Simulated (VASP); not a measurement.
Input of a VASP 6.6.1 run:

The input INCAR:

```
SYSTEM = Si
PREC = Accurate
ENCUT = 520
EDIFF = 1E-7
ISMEAR = 0
SIGMA = 0.2
LREAL = .False.
LASPH = .True.
NELM = 80
ALGO = Normal
ISIF = 2
LWAVE = .False.
LCHARG = .False.
GGA = PE
NBANDS = 16
```

Contents of KPOINTS:

```
regular mesh
0
Gamma
  8 8 8
  0 0 0
```

POSCAR

```
Si
1.0
   -0.0019790982      3.4596307145      0.0008261659
    1.6415661526      1.7280930831     -3.0924095699
   -4.9400931604      1.7315511225     -3.0982486595
Si
4
Direct
    0.3101752085      0.7852045138      0.5956480532
    0.3070489482      0.2888041697      0.0958466130
    0.6900067833      0.7152945519      0.9039110273
    0.6927690600      0.2106967646      0.4045943065
```

Potentials or basis: VASP PAW PBE potentials, release 64 (Si).

Command:

```console
$ cat potpaw_PBE.64/Si/POTCAR > POTCAR
$ mpirun -np 1 vasp_std > vasp.out
```

Q: Predict the largest force.

A: 0.025 eV/Å.

Q: Predict the band gap on the k mesh.

A: Zero (bands 8 and 9 overlap by 2.47 eV).

Q: Estimate the pressure.

A: -0.1 GPa.

Stress tensor (GPa, compression positive):
```
 0.08  0.06  0.01
 0.06 -0.13 -0.03
 0.01 -0.03 -0.16
```
